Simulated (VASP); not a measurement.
Set up this calculation in VASP 6.6.1, as the native input.

- Task: single point
- Functional: PBE
- Potentials or basis: VASP PAW PBE potentials, release 64 (B, As_d)
- Cutoff: 600 eV
- k mesh: 6 × 6 × 4
- Occupations: gaussian, width 0.1 eV
- Spin: no spin polarisation
- Dipole correction: no
- Second run: valence_matched
- Further INCAR settings: ALGO = Normal; EDIFF = 1e-06; NBANDS = 24

The structure of BAs2 lies in POSCAR:

```
BAs2
1.0
    3.0378592467      0.0000000000      0.0000000000
    0.0000000000      3.0378592467      0.0000000000
    0.0000000000      0.0000000000      6.3198056686
B As
1 2
Direct
    0.0000000000      0.0000000000      0.0000000000
    0.5000000000      0.5000000000      0.1888225865
    0.5000000000      0.5000000000      0.8111774135
```

The input as run:

INCAR

```
  PREC = Accurate
  ENCUT = 600
  EDIFF = 1E-6
  ISMEAR = 0
  SIGMA = 0.1
  LREAL = False
  LASPH = True
  NELM = 120
  ALGO = Normal
  ISIF = 2
  LWAVE = False
  LCHARG = False
  GGA = PE
  NBANDS = 24
  GGA_COMPAT = False
```

KPOINTS

```
Automatic mesh
0
Gamma
  6 6 4
```

Potentials or basis: VASP PAW PBE potentials, release 64 (B, As_d).

The run is started by

```sh
$ cat potpaw_PBE.64/B/POTCAR potpaw_PBE.64/As_d/POTCAR > POTCAR
$ mpirun -np 1 vasp_std > vasp.out
```

Results of the run:

```yaml
Pressure: 0.2 GPa
Largest_force: 0.015 eV/Å
```

Caveat: this functional lacks dispersion, which binds the layers, so the pressure and a relaxed spacing across them are unreliable.

Wall time 16 s on 1 thread of Intel(R) Xeon(R) 6975P-C (Granite Rapids), with other jobs on the host, peak memory 0.19 GiB.
